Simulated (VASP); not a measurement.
# Sc2Ru (Fm-3m) in VASP: further runs, part 2 of 2

VASP 6.6.1. Earlier steps stand in the parts before.

### 3 Single point, PBE

This run uses another cell than the first one, of 21.31 Å³/atom, 1.266 times its volume.

The input, INCAR:

```
SYSTEM = Sc2Ru
ALGO = Fast
EDIFF = 1E-6
ENCUT = 520
GGA = PE
ISIF = 2
ISMEAR = 0
LASPH = .True.
LCHARG = .True.
LELF = .True.
LREAL = .False.
LVHAR = .True.
LWAVE = .False.
NBANDS = 25
NELM = 80
PREC = Accurate
SIGMA = 0.1
```

The input, KPOINTS:

```
k-points
0
Gamma
  6 6 6
  0 0 0
```

The input, POSCAR:

```
Sc2Ru
1.0
    0.0000000000      3.1737554167      3.1737554167
    3.1737554167      0.0000000000      3.1737554167
    3.1737554167      3.1737554167      0.0000000000
Sc Ru
2 1
Direct
    0.2500000000      0.2500000000      0.2500000000
    0.7500000000      0.7500000000      0.7500000000
    0.0000000000      0.0000000000      0.0000000000
```

Potentials or basis: VASP PAW PBE potentials, release 64 (Sc_sv, Ru_pv).

On the command line:

```bash
$ cat potpaw_PBE.64/Sc_sv/POTCAR potpaw_PBE.64/Ru_pv/POTCAR > POTCAR
$ mpirun -np 1 vasp_std > vasp.out
```

OUTCAR:

```text
SYSTEM = Sc2Ru
   EDIFF = 1E-6
   ENCUT = 520
   GGA = PE
   ISIF = 2
   ISMEAR = 0
   LASPH = .True.
   LREAL = .False.
   NELM = 80
   PREC = Accurate

 ion  position               nearest neighbor table
   1  0.250  0.250  0.250-   3 2.75   3 2.75   3 2.75   3 2.75   2 3.17   2 3.17   2 3.17   2 3.17
                             2 3.17   2 3.17
   2  0.750  0.750  0.750-   3 2.75   3 2.75   3 2.75   3 2.75   1 3.17   1 3.17   1 3.17   1 3.17
                             1 3.17   1 3.17
   3  0.000  0.000  0.000-   2 2.75   2 2.75   2 2.75   1 2.75   2 2.75   1 2.75   1 2.75   1 2.75

  LATTYP: Found a face centered cubic cell.
 ALAT       =     6.3475108334

  Lattice vectors:

 A1 = (   0.0000000000,   3.1737554167,   3.1737554167)
 A2 = (   3.1737554167,   0.0000000000,   3.1737554167)
 A3 = (   3.1737554167,   3.1737554167,   0.0000000000)

Analysis of symmetry for initial positions (statically):
=====================================================================
 Subroutine PRICEL returns:
 Original cell was already a primitive cell.

 Routine SETGRP: Setting up the symmetry group for a
 face centered cubic supercell.
[... 158 lines left out ...]
  free energy    TOTEN  =       -22.63348258 eV

  energy without entropy =      -22.63092024  energy(sigma->0) =      -22.63220141

 E-fermi :   5.0532     XC(G=0): -10.6115

 val. band max:        5.0190884698   @ k =   0.0000   0.0000   0.0000
 cond. band min:       5.2344707122   @ k =   0.1667   0.0000   0.0000
 fundamental gap:      0.2153822423
 Fermi energy:         5.0531912822

 k-point     1 :       0.0000    0.0000    0.0000
  band No.  band energies     occupation
      1     -44.1751      2.00000
      2     -44.0906      2.00000
      3     -36.5159      2.00000
      4     -36.5159      2.00000
      5     -36.5159      2.00000
      6     -22.8976      2.00000
[... 437 lines left out ...]
     24       8.1226      0.00000
     25       8.3243      0.00000

------------------------ aborting loop because EDIFF is reached ----------------------------------------

  FORCE on cell =-STRESS in cart. coord.  units (eV):
  Direction    XX          YY          ZZ          XY          YZ          ZX
  --------------------------------------------------------------------------------------
  -------------------------------------------------------------------------------------
  Total        0.0717396      0.0717396      0.0717396      0.0000000      0.0000000     -0.0000000
  in kB        1.7977083      1.7977083      1.7977083      0.0000000      0.0000000     -0.0000000
  external PRESSURE =       1.7977083 kB  Pullay stress =       0.0000000 kB

 VOLUME and BASIS-vectors are now :
 -----------------------------------------------------------------------------
  energy-cutoff  :      520.00
  volume of cell :       63.94
      direct lattice vectors                 reciprocal lattice vectors
     0.000000000  3.173755417  3.173755417    -0.157542071  0.157542071  0.157542071
     3.173755417  0.000000000  3.173755417     0.157542071 -0.157542071  0.157542071
     3.173755417  3.173755417  0.000000000     0.157542071  0.157542071 -0.157542071

 POSITION                                       TOTAL-FORCE (eV/Angst)
 -----------------------------------------------------------------------------------
      1.58688      1.58688      1.58688         0.000000      0.000000     -0.000000
      4.76063      4.76063      4.76063        -0.000000      0.000000      0.000000
      0.00000      0.00000      0.00000        -0.000000     -0.000000     -0.000000
 -----------------------------------------------------------------------------------
    total drift:                                0.000000      0.000000      0.000000

  FREE ENERGIE OF THE ION-ELECTRON SYSTEM (eV)
  ---------------------------------------------------
  free  energy   TOTEN  =       -22.6334825800 eV

  energy  without entropy=      -22.6309202352  energy(sigma->0) =      -22.63220141
```

OSZICAR:

```text
N       E                     dE             d eps       ncg     rms          rms(c)
DAV:   1     0.610093224557E+03    0.61009E+03   -0.17879E+04   816   0.155E+03
DAV:   2     0.178283478500E+02   -0.59226E+03   -0.58331E+03   864   0.610E+02
DAV:   3    -0.243677355469E+02   -0.42196E+02   -0.40872E+02  1351   0.190E+02
DAV:   4    -0.254075298595E+02   -0.10398E+01   -0.10327E+01  1263   0.283E+01
DAV:   5    -0.254225767406E+02   -0.15047E-01   -0.15032E-01  1288   0.366E+00    0.109E+01
RMM:   6    -0.241326893892E+02    0.12899E+01   -0.15559E+01   960   0.282E+01    0.128E+01
RMM:   7    -0.227510879549E+02    0.13816E+01   -0.34493E+00  1058   0.168E+01    0.338E+00
RMM:   8    -0.226298043693E+02    0.12128E+00   -0.12559E+00  1039   0.975E+00    0.143E+00
RMM:   9    -0.226283501824E+02    0.14542E-02   -0.16707E-01   974   0.478E+00    0.767E-01
RMM:  10    -0.226332859372E+02   -0.49358E-02   -0.59915E-02  1067   0.149E+00    0.495E-01
RMM:  11    -0.226331392209E+02    0.14672E-03   -0.18854E-02  1201   0.992E-01    0.188E-01
RMM:  12    -0.226335417996E+02   -0.40258E-03   -0.40713E-03  1237   0.330E-01    0.116E-01
RMM:  13    -0.226334636509E+02    0.78149E-04   -0.10708E-03  1161   0.240E-01    0.527E-02
RMM:  14    -0.226334737515E+02   -0.10101E-04   -0.36282E-04  1241   0.121E-01    0.128E-02
RMM:  15    -0.226334791508E+02   -0.53993E-05   -0.73516E-05  1134   0.533E-02    0.933E-03
RMM:  16    -0.226334808604E+02   -0.17096E-05   -0.20267E-05   956   0.310E-02    0.329E-03
RMM:  17    -0.226334827104E+02   -0.18500E-05   -0.89448E-06   887   0.201E-02    0.699E-03
RMM:  18    -0.226334825800E+02    0.13043E-06   -0.22233E-06   765   0.130E-02
   1 F= -.22633483E+02 E0= -.22632201E+02  d E =-.256234E-02
```

stdout:

```text
POSCAR found type information on POSCAR ScRu
 POSCAR found :  2 types and       3 ions
 scaLAPACK will be used
 LDA part: xc-table for (Slater+PW92), standard interpolation
 POSCAR, INCAR and KPOINTS ok, starting setup
 FFT: planning ... GRIDC
 FFT: planning ... GRID_SOFT
 FFT: planning ... GRID
 WAVECAR not read
 entering main loop
```

Run time: 20 s. Hardware: 1 thread of Intel Xeon 6975P-C (Granite Rapids), shared host; peak memory 0.21 GiB.

What came out:

| Property | Result |
| --- | --- |
| Free energy | -22.6335 eV |
| Pressure | 0.2 GPa |
| Band gap on the k mesh | zero (filled and empty bands touch) |

Levels at points of the mesh, in eV from the Fermi level:
```csv
k point,band 16,band 17,band 18,band 19,band 20,band 21
"(0.00, 0.00, 0.00)",-1.46,-1.46,-0.03,-0.03,-0.03,2.40
"(0.50, 0.00, 0.00)",-1.52,-1.52,-1.49,0.92,0.92,2.22
"(0.50, 0.50, 0.00)",-1.49,-1.49,-0.76,0.57,2.18,2.18
```
